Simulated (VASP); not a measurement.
# Pd (P6_3/mmc) in VASP: further runs, part 3 of 3

VASP 6.6.1. The steps go on from the part before.

### Step 4. Single point, LDA

This run uses another cell than the first one, of 14.42 Å³/atom, 1.015 times its volume.

File INCAR:

```
ALGO = Normal
EDIFF = 1E-6
ENCUT = 500
GGA = CA
GGA_COMPAT = False
ISIF = 2
ISMEAR = -1
LASPH = True
LCHARG = False
LREAL = False
LWAVE = False
NBANDS = 17
NELM = 120
PREC = Accurate
SIGMA = 0.05
```

File KPOINTS:

```
k-points
0
Gamma
  9 9 5
```

File POSCAR:

```
Pd
1.0
    2.7062376314      0.0000000000      0.0000000000
   -1.3531188157      2.3436705374      0.0000000000
    0.0000000000      0.0000000000      4.5483963925
Pd
2
Direct
    0.3333333333      0.6666666667      0.2500000000
    0.6666666667      0.3333333333      0.7500000000
```

Potentials or basis: VASP PAW LDA potentials, release 64 (Pd).

Run with:

```sh
$ cat potpaw_LDA.64/Pd/POTCAR > POTCAR
$ mpirun -np 1 vasp_std > vasp.out
```

OUTCAR:

```text
EDIFF = 1E-6
   ENCUT = 500
   GGA = CA
   ISIF = 2
   ISMEAR = -1
   LASPH = True
   LREAL = False
   NELM = 120
   PREC = Accurate

 ion  position               nearest neighbor table
   1  0.333  0.667  0.250-   2 2.76   2 2.76   2 2.76   2 2.76   2 2.76   2 2.76
   2  0.667  0.333  0.750-   1 2.76   1 2.76   1 2.76   1 2.76   1 2.76   1 2.76

  LATTYP: Found a hexagonal cell.
 ALAT       =     2.7062376314
 C/A-ratio  =     1.6807084270

  Lattice vectors:

 A1 = (   2.7062376314,   0.0000000000,   0.0000000000)
 A2 = (  -1.3531188157,   2.3436705374,   0.0000000000)
 A3 = (   0.0000000000,   0.0000000000,   4.5483963925)

Analysis of symmetry for initial positions (statically):
=====================================================================
 Subroutine PRICEL returns:
 Original cell was already a primitive cell.

 Routine SETGRP: Setting up the symmetry group for a
 hexagonal supercell.

 Subroutine GETGRP returns: Found 24 space group operations
 (whereof 12 operations were pure point group operations)
 out of a pool of 24 trial point group operations.

The static configuration has the point symmetry D_3d.
 The point group associated with its full space group is D_6h.

Analysis of symmetry for dynamics (positions and initial velocities):
=====================================================================
 Subroutine PRICEL returns:
 Original cell was already a primitive cell.

 Routine SETGRP: Setting up the symmetry group for a
 hexagonal supercell.

 Subroutine GETGRP returns: Found 24 space group operations
 (whereof 12 operations were pure point group operations)
 out of a pool of 24 trial point group operations.

The dynamic configuration has the point symmetry D_3d.
 The point group associated with its full space group is D_6h.

 Subroutine INISYM returns: Found 24 space group operations
 (whereof 12 operations are pure point group operations),
 and found     1 'primitive' translations

----------------------------------------------------------------------------------------

                                     Primitive cell

  volume of cell :      28.8483

  direct lattice vectors                    reciprocal lattice vectors
     2.706237631  0.000000000  0.000000000     0.369516700  0.213340566  0.000000000
    -1.353118816  2.343670537  0.000000000     0.000000000  0.426681133  0.000000000
     0.000000000  0.000000000  4.548396392     0.000000000  0.000000000  0.219857707

  length of vectors
     2.706237631  2.706237631  4.548396392     0.426681133  0.426681133  0.219857707

  position of ions in fractional coordinates (direct lattice)
     0.333333333  0.666666667  0.250000000
     0.666666667  0.333333333  0.750000000

  ion indices of the primitive-cell ions
   primitive index   ion index
                 1           1
                 2           2

----------------------------------------------------------------------------------------

 KPOINTS: k-points

Automatic generation of k-mesh.
 Grid dimensions read from file:
 generate k-points for:    9    9    5

 Generating k-lattice:

  Cartesian coordinates                     Fractional coordinates (reciprocal lattice)
     0.041057411  0.023704507  0.000000000     0.111111111 -0.000000000  0.000000000
     0.000000000  0.047409015  0.000000000     0.000000000  0.111111111  0.000000000
     0.000000000  0.000000000  0.043971541     0.000000000  0.000000000  0.200000000

  Length of vectors
     0.047409015  0.047409015  0.043971541

  Shift w.r.t. Gamma in fractional coordinates (k-lattice)
     0.000000000  0.000000000  0.000000000

 Subroutine IBZKPT returns following result:
 ===========================================

 Found     36 irreducible k-points:

 Following reciprocal coordinates:
            Coordinates               Weight
  0.000000  0.000000  0.000000      1.000000
  0.111111 -0.000000  0.000000      6.000000
  0.222222 -0.000000  0.000000      6.000000
  0.333333  0.000000  0.000000      6.000000
  0.444444 -0.000000  0.000000      6.000000
  0.111111  0.111111  0.000000      6.000000
[... 16 lines left out ...]
  0.333333  0.222222  0.200000     24.000000
  0.333333  0.333333  0.200000      4.000000
 [... further k-points ...]
   k-points           NKPTS =     36   k-points in BZ     NKDIM =     36   number of bands    NBANDS=     17
   number of dos      NEDOS =    301   number of ions     NIONS =      2
   total plane-waves  NPLWV =  14400
   dimension x,y,z NGX =    20 NGY =   20 NGZ =   36
   dimension x,y,z NGXF=    40 NGYF=   40 NGZF=   72
   ions per type =               2
   NGX,Y,Z   is equivalent  to a cutoff of  12.29, 12.29, 13.16 a.u.
   NGXF,Y,Z  is equivalent  to a cutoff of  24.57, 24.57, 26.32 a.u.
 SYSTEM =  unknown system
   PREC   = accura    normal or accurate (medium, high low for compatibility)
   ISTART =      0    job   : 0-new  1-cont  2-samecut
   ICHARG =      2    charge: 1-file 2-atom 10-const
   ISPIN  =      1    spin polarized calculation?
   LNONCOLLINEAR =      F non collinear calculations
   LSORBIT =      F    spin-orbit coupling
   LASPH  =      T    aspherical Exc in radial PAW
   ENCUT  =  500.0 eV  36.75 Ry    6.06 a.u.   4.93  4.93  8.29*2*pi/ulx,y,z
   NELM   =    120;   NELMIN=  2; NELMDL= -5     # of ELM steps
   EDIFF  = 0.1E-05   stopping-criterion for ELM
   LREAL  =      F    real-space projection
   EDIFFG = 0.1E-04   stopping-criterion for IOM
   NSW    =      0    number of steps for IOM
   IBRION =     -1    ionic relax: 0-MD 1-quasi-New 2-CG
   NFREE  =      0    steps in history (QN), initial steepest desc. (CG)
   ISIF   =      2    stress and relaxation
   ISYM   =      2    0-nonsym 1-usesym 2-fastsym
   POTIM  = 0.5000    time-step for ionic-motion
   TEBEG  =    0.0;   TEEND  =   0.0 temperature during run
   PSTRESS=    0.0 pullay stress
   NELECT =      20.0000    total number of electrons
   NUPDOWN=      -1.0000    fix difference up-down
   EMIN   =  10.00;   EMAX   =-10.00  energy-range for DOS
   EFERMI =   0.00;   METHOD = LEGACY
   ISMEAR =    -1;   SIGMA  =   0.05  broadening in eV -4-tet -1-fermi 0-gaus
   EFERMI_NEDOS =   21; number of points for ismear=-14 and -15
   IALGO  =     38    algorithm
   IMIX   =      4    mixing-type and parameters
     AMIX     =   0.40;   BMIX     =  1.00
     AMIX_MAG =   1.60;   BMIX_MAG =  1.00
  volume/ion in A,a.u.               =      14.42        97.34
  Fermi-wavevector in a.u.,A,eV,Ry     =   1.448921  2.738063 28.563672  2.099371
  Thomas-Fermi vector in A             =   2.566706
   LORBIT       =      0    0 simple, 1 ext, 2 COOP (PROOUT), +10 PAW based schemes
   GGA     = CA    functional components
   LHFCALC =     F    Hartree Fock is set to
   AEXX    =    0.0000 exact exchange contribution
   IVDW    =     0    specifies the selected vdW correction
   LEPSILON=     F    determine dielectric tensor
   LRPA    =     F    only Hartree local field effects (RPA)
 non-spin polarized calculation
  energy-cutoff  :      500.00
  volume of cell :       28.85
 maximum number of plane-waves:       762
 NGX is ok and might be reduce to    20
   NGX =  9   NGY =  9   NGZ = 17

 number of electron      19.9999994 magnetization

 Free energy of the ion-electron system (eV)
  ---------------------------------------------------
  ext. energy  EPLUGINS =         0.00000000
  ---------------------------------------------------
  free energy    TOTEN  =       -12.92519600 eV

  energy without entropy =      -12.87604165  energy(sigma->0) =      -12.90061882

 E-fermi :   9.9762     XC(G=0): -13.6536

 val. band max:        9.9666043805   @ k =   0.3333   0.0000   0.4000
 cond. band min:       9.9791417057   @ k =   0.3333   0.0000   0.0000
 fundamental gap:      0.0125373251
 Fermi energy:         9.9762152454

 k-point     1 :       0.0000    0.0000    0.0000
  band No.  band energies     occupation
      1       2.5678      2.00000
      2       4.4183      2.00000
      3       6.8206      2.00000
      4       7.0920      2.00000
      5       7.0920      2.00000
      6       7.4510      2.00000
[... 9 lines left out ...]
     16      29.6031      0.00000
     17      32.6775      0.00000

 k-point     2 :       0.1111   -0.0000    0.0000
  band No.  band energies     occupation
      1       2.9772      2.00000
      2       4.7110      2.00000
      3       6.6300      2.00000
      4       7.2061      2.00000
      5       7.3666      2.00000
      6       7.3768      2.00000
[... 9 lines left out ...]
     16      29.2409      0.00000
     17      30.5730      0.00000
[... 421 lines left out ...]
 k-point    24 :       0.3333    0.3333    0.2000
  band No.  band energies     occupation
      1       5.4230      2.00000
      2       5.8939      2.00000
      3       5.8939      2.00000
      4       6.4029      2.00000
      5       6.9671      2.00000
      6       6.9671      2.00000
[... 9 lines left out ...]
     16      21.4893      0.00000
     17      26.6624      0.00000

 [... further k-points ...]
[... 5 lines left out ...]
  --------------------------------------------------------------------------------------
  -------------------------------------------------------------------------------------
  Total       -0.5157413     -0.5157413     -0.5256377      0.0000000     -0.0000000      0.0000000
  in kB      -28.6432106    -28.6432106    -29.1928386      0.0000000     -0.0000000      0.0000000
  external PRESSURE =     -28.8264199 kB  Pullay stress =       0.0000000 kB

 VOLUME and BASIS-vectors are now :
 -----------------------------------------------------------------------------
  energy-cutoff  :      500.00
  volume of cell :       28.85
      direct lattice vectors                 reciprocal lattice vectors
     2.706237631  0.000000000  0.000000000     0.369516700  0.213340566  0.000000000
    -1.353118816  2.343670537  0.000000000     0.000000000  0.426681133  0.000000000
     0.000000000  0.000000000  4.548396392     0.000000000  0.000000000  0.219857707

 POSITION                                       TOTAL-FORCE (eV/Angst)
 -----------------------------------------------------------------------------------
     -0.00000      1.56245      1.13710        -0.000000      0.000000      0.000000
      1.35312      0.78122      3.41130         0.000000     -0.000000      0.000000
 -----------------------------------------------------------------------------------
    total drift:                               -0.000000      0.000000     -0.000000

  FREE ENERGIE OF THE ION-ELECTRON SYSTEM (eV)
  ---------------------------------------------------
  free  energy   TOTEN  =       -12.9251959961 eV

  energy  without entropy=      -12.8760416504  energy(sigma->0) =      -12.90061882
```

OSZICAR:

```text
N       E                     dE             d eps       ncg     rms          rms(c)
DAV:   1     0.107892949245E+03    0.10789E+03   -0.10331E+04  1224   0.113E+03
DAV:   2    -0.117112142273E+02   -0.11960E+03   -0.11333E+03  1247   0.255E+02
DAV:   3    -0.136107363337E+02   -0.18995E+01   -0.18747E+01  1533   0.357E+01
DAV:   4    -0.136222407023E+02   -0.11504E-01   -0.11502E-01  1382   0.265E+00
DAV:   5    -0.136224146379E+02   -0.17394E-03   -0.17393E-03  1522   0.350E-01    0.124E+01
DAV:   6    -0.129658509132E+02    0.65656E+00   -0.13479E+00  1311   0.122E+01    0.586E+00
DAV:   7    -0.129340762862E+02    0.31775E-01   -0.15116E-02  1481   0.112E+00    0.280E+00
DAV:   8    -0.129251949584E+02    0.88813E-02   -0.30321E-03  1391   0.480E-01    0.136E-01
DAV:   9    -0.129251904950E+02    0.44634E-05   -0.68680E-05  1444   0.796E-02    0.364E-02
DAV:  10    -0.129251955113E+02   -0.50163E-05   -0.67495E-06  1472   0.235E-02    0.748E-03
DAV:  11    -0.129251959961E+02   -0.48483E-06   -0.20879E-07   717   0.416E-03
   1 F= -.12925196E+02 E0= -.12900619E+02  d E =-.491543E-01
```

Wall time 29 s (1 thread of AMD EPYC 7R13, shared host); peak memory 0.1 GiB.

What came out:

* Free energy: -12.9252 eV
* Pressure: -2.9 GPa
* Band gap on the k mesh: zero (band 10 reaches 10.14 eV, above the bottom of band 11 at 9.42 eV)
